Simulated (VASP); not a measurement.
# TiSi2 (Immm) in VASP: a series of runs

The runs below take TiSi2 through single point, with PBE.

Everything below comes from runs of VASP 6.6.1. Logs are shortened: lines on timing, memory, paths and dates and some standing lists are left out, and cuts for length are marked.

**1. The cell of the first run**

The structure is orthorhombic, space group Immm (No. 71). Conventional cell: a = 2.625 Å, b = 3.052 Å, c = 7.508 Å, α = 90.00°, β = 90.00°, γ = 90.00°. Ti (site symmetry mmm) has 10 Si at 2.38 to 2.48 Å and 4 Ti at 2.63 to 3.05 Å within 3.1 Å. Within 3.1 Å of Si (site symmetry mm2) lie 9 Si at 2.34 to 3.05 Å and 5 Ti at 2.38 to 2.48 Å.

**2. Single point, PBE**

Contents of INCAR:

```
ALGO     = Normal         # electronic algorithm
EDIFF    = 1E-6           # SCF threshold, eV
ENCUT    = 520            # plane-wave cutoff, eV
GGA      = PE             # functional
ISIF     = 2              # what is computed and relaxed
ISMEAR   = 0              # smearing method
LASPH    = T              # aspherical terms in the spheres
LCHARG   = T              # write CHGCAR
LELF     = T              # ELF
LREAL    = F              # projectors in reciprocal space
LVHAR    = T            
LWAVE    = F              # write WAVECAR
NBANDS   = 17             # bands
NELM     = 80             # most SCF steps
PREC     = Accurate       # precision mode
SIGMA    = 0.1            # smearing width, eV
```

Contents of KPOINTS:

```
k-points
0
Gamma
  6 6 6
```

Contents of POSCAR:

```
TiSi2
1.0
   -1.3127320604      1.5259764206      3.7541187525
    1.3127320604     -1.5259764206      3.7541187525
    1.3127320604      1.5259764206     -3.7541187525
Ti Si
1 2
Direct
    0.0000000000      0.0000000000      0.0000000000
    0.3299220000      0.3299220000      0.0000000000
    0.6700780000      0.6700780000      0.0000000000
```

Potentials or basis: VASP PAW PBE potentials, release 64 (Ti_sv, Si).

Launch:

```sh
cat potpaw_PBE.64/Ti_sv/POTCAR potpaw_PBE.64/Si/POTCAR > POTCAR
mpirun -np 1 vasp_std > vasp.out
```

OUTCAR:

```text
EDIFF = 1E-6
   ENCUT = 520
   GGA = PE
   ISIF = 2
   ISMEAR = 0
   LASPH = T
   LREAL = F
   NELM = 80
   PREC = Accurate

 ion  position               nearest neighbor table
   1  0.000  0.000  0.000-   3 2.38   3 2.38   3 2.38   2 2.38   2 2.38   2 2.38   3 2.38   2 2.38
                             2 2.48   3 2.48
   2  0.330  0.330  0.000-   3 2.34   3 2.34   3 2.34   3 2.34   1 2.38   1 2.38   1 2.38   1 2.38
                             1 2.48   3 2.55
   3  0.670  0.670  0.000-   2 2.34   2 2.34   2 2.34   2 2.34   1 2.38   1 2.38   1 2.38   1 2.38
                             1 2.48   2 2.55

  LATTYP: Found a body centered orthorhombic cell.
 ALAT       =     2.6254641208
 B/A-ratio  =     1.1624431722
 C/A-ratio  =     2.8597753233

  Lattice vectors:

 A1 = (  -1.3127320604,   1.5259764206,   3.7541187525)
 A2 = (   1.3127320604,  -1.5259764206,   3.7541187525)
 A3 = (   1.3127320604,   1.5259764206,  -3.7541187525)

Analysis of symmetry for initial positions (statically):
=====================================================================
 Subroutine PRICEL returns:
 Original cell was already a primitive cell.

 Routine SETGRP: Setting up the symmetry group for a
 body centered orthorhombic supercell.

 Subroutine GETGRP returns: Found  8 space group operations
 (whereof  8 operations were pure point group operations)
 out of a pool of  8 trial point group operations.

The static configuration has the point symmetry D_2h.

Analysis of symmetry for dynamics (positions and initial velocities):
=====================================================================
 Subroutine PRICEL returns:
 Original cell was already a primitive cell.

 Routine SETGRP: Setting up the symmetry group for a
 body centered orthorhombic supercell.

 Subroutine GETGRP returns: Found  8 space group operations
 (whereof  8 operations were pure point group operations)
 out of a pool of  8 trial point group operations.

The dynamic configuration has the point symmetry D_2h.

 Subroutine INISYM returns: Found  8 space group operations
 (whereof  8 operations are pure point group operations),
 and found     1 'primitive' translations

----------------------------------------------------------------------------------------

                                     Primitive cell

  volume of cell :      30.0810

  direct lattice vectors                    reciprocal lattice vectors
    -1.312732060  1.525976421  3.754118753     0.000000000  0.327659060  0.133187049
     1.312732060 -1.525976421  3.754118753     0.380885037  0.000000000  0.133187049
     1.312732060  1.525976421 -3.754118753     0.380885037  0.327659060  0.000000000

  length of vectors
     4.259727351  4.259727351  4.259727351     0.353693723  0.403499940  0.502427976

  position of ions in fractional coordinates (direct lattice)
     0.000000000  0.000000000  0.000000000
     0.329922000  0.329922000  0.000000000
     0.670078000  0.670078000  0.000000000

  ion indices of the primitive-cell ions
   primitive index   ion index
                 1           1
                 2           2
                 3           3

----------------------------------------------------------------------------------------

 KPOINTS: k-points

Automatic generation of k-mesh.
 Grid dimensions read from file:
 generate k-points for:    6    6    6

 Generating k-lattice:

  Cartesian coordinates                     Fractional coordinates (reciprocal lattice)
     0.000000000  0.054609843  0.022197842     0.166666667  0.000000000  0.000000000
     0.063480840  0.000000000  0.022197842     0.000000000  0.166666667  0.000000000
     0.063480840  0.054609843  0.000000000     0.000000000  0.000000000  0.166666667

  Length of vectors
     0.058948954  0.067249990  0.083737996

  Shift w.r.t. Gamma in fractional coordinates (k-lattice)
     0.000000000  0.000000000  0.000000000

 Subroutine IBZKPT returns following result:
 ===========================================

 Found     46 irreducible k-points:

 Following reciprocal coordinates:
            Coordinates               Weight
  0.000000  0.000000  0.000000      1.000000
  0.166667  0.000000  0.000000      4.000000
  0.333333 -0.000000  0.000000      4.000000
  0.500000  0.000000  0.000000      2.000000
  0.000000  0.166667  0.000000      4.000000
  0.166667  0.166667  0.000000      8.000000
[... 16 lines left out ...]
 -0.166667  0.166667  0.166667      2.000000
  0.166667  0.333333  0.166667      4.000000
 [... further k-points ...]
   k-points           NKPTS =     46   k-points in BZ     NKDIM =     46   number of bands    NBANDS=     17
   number of dos      NEDOS =    301   number of ions     NIONS =      3
   total plane-waves  NPLWV =  32768
   dimension x,y,z NGX =    32 NGY =   32 NGZ =   32
   dimension x,y,z NGXF=    64 NGYF=   64 NGZF=   64
   ions per type =               1   2
   NGX,Y,Z   is equivalent  to a cutoff of  12.49, 12.49, 12.49 a.u.
   NGXF,Y,Z  is equivalent  to a cutoff of  24.98, 24.98, 24.98 a.u.
 SYSTEM =  unknown system
   PREC   = accura    normal or accurate (medium, high low for compatibility)
   ISTART =      0    job   : 0-new  1-cont  2-samecut
   ICHARG =      2    charge: 1-file 2-atom 10-const
   ISPIN  =      1    spin polarized calculation?
   LNONCOLLINEAR =      F non collinear calculations
   LSORBIT =      F    spin-orbit coupling
   LASPH  =      T    aspherical Exc in radial PAW
   ENCUT  =  520.0 eV  38.22 Ry    6.18 a.u.   7.92  7.92  7.92*2*pi/ulx,y,z
   NELM   =     80;   NELMIN=  2; NELMDL= -5     # of ELM steps
   EDIFF  = 0.1E-05   stopping-criterion for ELM
   LREAL  =      F    real-space projection
   EDIFFG = 0.1E-04   stopping-criterion for IOM
   NSW    =      0    number of steps for IOM
   IBRION =     -1    ionic relax: 0-MD 1-quasi-New 2-CG
   NFREE  =      0    steps in history (QN), initial steepest desc. (CG)
   ISIF   =      2    stress and relaxation
   ISYM   =      2    0-nonsym 1-usesym 2-fastsym
   POTIM  = 0.5000    time-step for ionic-motion
   TEBEG  =    0.0;   TEEND  =   0.0 temperature during run
   PSTRESS=    0.0 pullay stress
   NELECT =      20.0000    total number of electrons
   NUPDOWN=      -1.0000    fix difference up-down
   EMIN   =  10.00;   EMAX   =-10.00  energy-range for DOS
   EFERMI =   0.00;   METHOD = LEGACY
   ISMEAR =     0;   SIGMA  =   0.10  broadening in eV -4-tet -1-fermi 0-gaus
   EFERMI_NEDOS =   21; number of points for ismear=-14 and -15
   IALGO  =     38    algorithm
   IMIX   =      4    mixing-type and parameters
     AMIX     =   0.40;   BMIX     =  1.00
     AMIX_MAG =   1.60;   BMIX_MAG =  1.00
  volume/ion in A,a.u.               =      10.03        67.67
  Fermi-wavevector in a.u.,A,eV,Ry     =   1.428853  2.700140 27.777935  2.041621
  Thomas-Fermi vector in A             =   2.548870
   LORBIT       =      0    0 simple, 1 ext, 2 COOP (PROOUT), +10 PAW based schemes
   GGA     = PE    functional components
   LHFCALC =     F    Hartree Fock is set to
   AEXX    =    0.0000 exact exchange contribution
   IVDW    =     0    specifies the selected vdW correction
   LEPSILON=     F    determine dielectric tensor
   LRPA    =     F    only Hartree local field effects (RPA)
 non-spin polarized calculation
 Gauss-broadening in eV      SIGMA  =   0.10
  energy-cutoff  :      520.00
  volume of cell :       30.08
 maximum number of plane-waves:       827
   NGX = 15   NGY = 15   NGZ = 15

 number of electron      19.9999998 magnetization

 Free energy of the ion-electron system (eV)
  ---------------------------------------------------
  ext. energy  EPLUGINS =         0.00000000
  ---------------------------------------------------
  free energy    TOTEN  =       -16.97562417 eV

  energy without entropy =      -16.96880232  energy(sigma->0) =      -16.97221324

 E-fermi :  14.6727     XC(G=0): -13.3030

 val. band max:       14.6443691927   @ k =   0.5000   0.5000   0.3333
 cond. band min:      14.6819010677   @ k =  -0.1667  -0.3333   0.1667
 fundamental gap:      0.0375318750
 Fermi energy:        14.6727479634

 k-point     1 :       0.0000    0.0000    0.0000
  band No.  band energies     occupation
      1     -40.4525      2.00000
      2     -16.9630      2.00000
      3     -16.8389      2.00000
      4     -16.3149      2.00000
      5      -0.2223      2.00000
      6       8.4883      2.00000
[... 9 lines left out ...]
     16      22.6391      0.00000
     17      22.8700      0.00000

 k-point     2 :       0.1667    0.0000    0.0000
  band No.  band energies     occupation
      1     -40.4438      2.00000
      2     -16.9576      2.00000
      3     -16.9369      2.00000
      4     -16.3084      2.00000
      5       0.3256      2.00000
      6       8.2975      2.00000
[... 9 lines left out ...]
     16      22.5473      0.00000
     17      23.7682      0.00000

 k-point     3 :       0.3333   -0.0000    0.0000
  band No.  band energies     occupation
      1     -40.4265      2.00000
      2     -17.1311      2.00000
      3     -16.9426      2.00000
      4     -16.2954      2.00000
      5       1.8374      2.00000
      6       6.4342      2.00000
[... 9 lines left out ...]
     16      23.4543      0.00000
     17      25.6816      0.00000

 k-point     4 :       0.5000    0.0000    0.0000
  band No.  band energies     occupation
      1     -40.4177      2.00000
      2     -17.2249      2.00000
      3     -16.9357      2.00000
      4     -16.2888      2.00000
      5       3.8468      2.00000
      6       4.1587      2.00000
[... 9 lines left out ...]
     16      24.2564      0.00000
     17      24.6067      0.00000
[... 343 lines left out ...]
      1     -40.3101      2.00000
      2     -17.0737      2.00000
      3     -17.0571      2.00000
      4     -16.8214      2.00000
      5       5.6382      2.00000
      6       6.0711      2.00000
[... 9 lines left out ...]
     16      23.2139      0.00000
     17      24.1026      0.00000

 k-point    23 :      -0.1667    0.1667    0.1667
  band No.  band energies     occupation
      1     -40.3413      2.00000
      2     -17.1201      2.00000
      3     -16.8532      2.00000
      4     -16.7393      2.00000
      5       2.1856      2.00000
      6       8.8043      2.00000
[... 9 lines left out ...]
     16      21.7675      0.00000
     17      22.9382      0.00000

 k-point    24 :       0.1667    0.3333    0.1667
  band No.  band energies     occupation
      1     -40.2810      2.00000
      2     -17.3181      2.00000
      3     -16.9447      2.00000
      4     -16.7938      2.00000
      5       6.3649      2.00000
      6       6.6082      2.00000
[... 9 lines left out ...]
     16      22.4599      0.00000
     17      23.7258      0.00000

 [... further k-points ...]

------------------------ aborting loop because EDIFF is reached ----------------------------------------

  FORCE on cell =-STRESS in cart. coord.  units (eV):
  Direction    XX          YY          ZZ          XY          YZ          ZX
  --------------------------------------------------------------------------------------
  -------------------------------------------------------------------------------------
  Total       17.0352501     19.1913776     19.4352575     -0.0000000      0.0000000      0.0000000
  in kB      907.3339969   1022.1739785   1035.1635455     -0.0000000      0.0000000      0.0000000
  external PRESSURE =     988.2238403 kB  Pullay stress =       0.0000000 kB

 VOLUME and BASIS-vectors are now :
 -----------------------------------------------------------------------------
  energy-cutoff  :      520.00
  volume of cell :       30.08
      direct lattice vectors                 reciprocal lattice vectors
    -1.312732060  1.525976421  3.754118753     0.000000000  0.327659060  0.133187049
     1.312732060 -1.525976421  3.754118753     0.380885037  0.000000000  0.133187049
     1.312732060  1.525976421 -3.754118753     0.380885037  0.327659060  0.000000000

 POSITION                                       TOTAL-FORCE (eV/Angst)
 -----------------------------------------------------------------------------------
      0.00000      0.00000      0.00000        -0.000000      0.000000     -0.000000
      0.00000      0.00000      2.47713         0.000000     -0.000000     -0.316981
      0.00000      0.00000      5.03110        -0.000000      0.000000      0.316981
 -----------------------------------------------------------------------------------
    total drift:                               -0.000000      0.000000      0.000000

  FREE ENERGIE OF THE ION-ELECTRON SYSTEM (eV)
  ---------------------------------------------------
  free  energy   TOTEN  =       -16.9756241686 eV

  energy  without entropy=      -16.9688023189  energy(sigma->0) =      -16.97221324
```

Wall time 46 s (1 thread of Intel Xeon 8259CL, shared host); peak memory 0.18 GiB.

Results:

* Free energy: -16.9756 eV
* Pressure: 98.8 GPa
* Largest force: 0.317 eV/Å
* Band gap on the k mesh: zero (band 10 reaches 16.60 eV, above the bottom of band 11 at 13.89 eV)

Forces in eV/Å, atoms in the order of the input:
```
Ti   0.000  0.000  0.000
Si   0.000  0.000 -0.317
Si   0.000  0.000  0.317
```

Stress tensor (GPa, compression positive):
```
 90.73   0.00   0.00
  0.00 102.22   0.00
  0.00   0.00 103.52
```

Caveat: the k points lie up to 0.53 Å⁻¹ apart.

**3. Single point, PBE**

This run uses another cell than the first one, of 14.16 Å³/atom, 1.412 times its volume.

Contents of INCAR:

```
PREC = Accurate
ENCUT = 520
EDIFF = 1E-7
ISMEAR = 0
SIGMA = 0.1
LREAL = F
LASPH = T
NELM = 80
ALGO = Normal
ISIF = 2
LWAVE = F
LCHARG = F
GGA = PE
NBANDS = 17
```

Contents of KPOINTS:

```
regular mesh
0
Gamma
  6 6 6
```

Contents of POSCAR:

```
TiSi2
1.0
   -1.4728720000      1.7121300000      4.2120830000
    1.4728720000     -1.7121300000      4.2120830000
    1.4728720000      1.7121300000     -4.2120830000
Ti Si
1 2
Direct
    0.0000000000      0.0000000000      0.0000000000
    0.3299220000      0.3299220000      0.0000000000
    0.6700780000      0.6700780000      0.0000000000
```

Potentials or basis: VASP PAW PBE potentials, release 64 (Ti_sv, Si).

Launch:

```sh
cat potpaw_PBE.64/Ti_sv/POTCAR potpaw_PBE.64/Si/POTCAR > POTCAR
mpirun -np 1 vasp_std > vasp.out
```

It took 82 s on 1 thread of Intel Xeon 8259CL, shared host; peak memory 0.21 GiB.

It converged, with:

* Free energy: -19.8492 eV
* Pressure: 0.4 GPa
* Largest force: 0.172 eV/Å
* Band gap on the k mesh: zero (band 10 reaches 11.28 eV, above the bottom of band 11 at 9.17 eV)

Forces in eV/Å, atoms in the order of the input:
```
Ti   0.000  0.000  0.000
Si   0.000  0.000 -0.172
Si   0.000  0.000  0.172
```

Stress tensor (GPa, compression positive):
```
 3.12  0.00  0.00
 0.00 -0.70  0.00
 0.00  0.00 -1.22
```

Levels at points of the mesh, in eV from the Fermi level:
```tsv
k point	band 6	band 7	band 8	band 9	band 10	band 11	band 12	band 13	band 14	band 15
(0.00, 0.00, 0.00)	-4.67	-4.06	-2.05	-0.56	0.85	2.16	2.46	3.21	3.84	4.14
(0.50, 0.00, 0.00)	-9.01	-4.25	-3.67	-0.61	1.02	2.12	2.62	3.58	4.11	5.61
(0.00, 0.50, 0.00)	-8.02	-3.53	-3.31	-0.87	-0.36	1.04	2.89	3.43	4.09	4.30
(0.50, 0.50, 0.00)	-5.17	-4.95	-4.57	-2.79	-1.22	-0.58	2.82	2.95	3.19	3.55
(0.50, 0.50, 0.50)	-8.77	-1.20	-1.18	-0.26	0.52	2.05	2.51	2.57	3.76	3.90
```

Caveat: the k points lie up to 0.47 Å⁻¹ apart.
